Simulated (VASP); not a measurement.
Ag2Pb, 3 atoms in the cell. The typed cell holds 3 atoms: a = 4.647 Å, b = 4.647 Å, c = 4.071 Å, α = 90.00°, β = 90.00°, γ = 120.00°. 

```yaml
Program: VASP 6.6.1
Task: single point
Functional: PBE
Potentials_or_basis: VASP PAW PBE potentials, release 64 (Ag_sv_GW, Pb_d)
Cutoff: 630 eV
k_mesh: 5 × 5 × 5
Occupations: fermi-dirac, width 0.1 eV
Spin: no spin polarisation
Hubbard_terms: Ag d U = 2.0 eV
Dipole_correction: no
Further_INCAR_settings: ALGO = Normal; EDIFF = 1e-06; NBANDS = 33
```

Potentials or basis: VASP PAW PBE potentials, release 64 (Ag_sv_GW, Pb_d).

Run with:

```bash
$ cat potpaw_PBE.64/Ag_sv_GW/POTCAR potpaw_PBE.64/Pb_d/POTCAR > POTCAR
$ mpirun -np 1 vasp_std > vasp.out
```

Hardware: 1 thread of Intel(R) Xeon(R) Platinum 8259CL CPU @ 2.50GHz (Skylake/Cascade Lake), with other jobs on the host.

Task: How long does it take, and how much memory?

Result: Wall time 92 s on 1 thread of Intel(R) Xeon(R) Platinum 8259CL CPU @ 2.50GHz (Skylake/Cascade Lake), on a shared host, peak memory 0.29 GiB. Counts: scf iterations 14, k points 27.
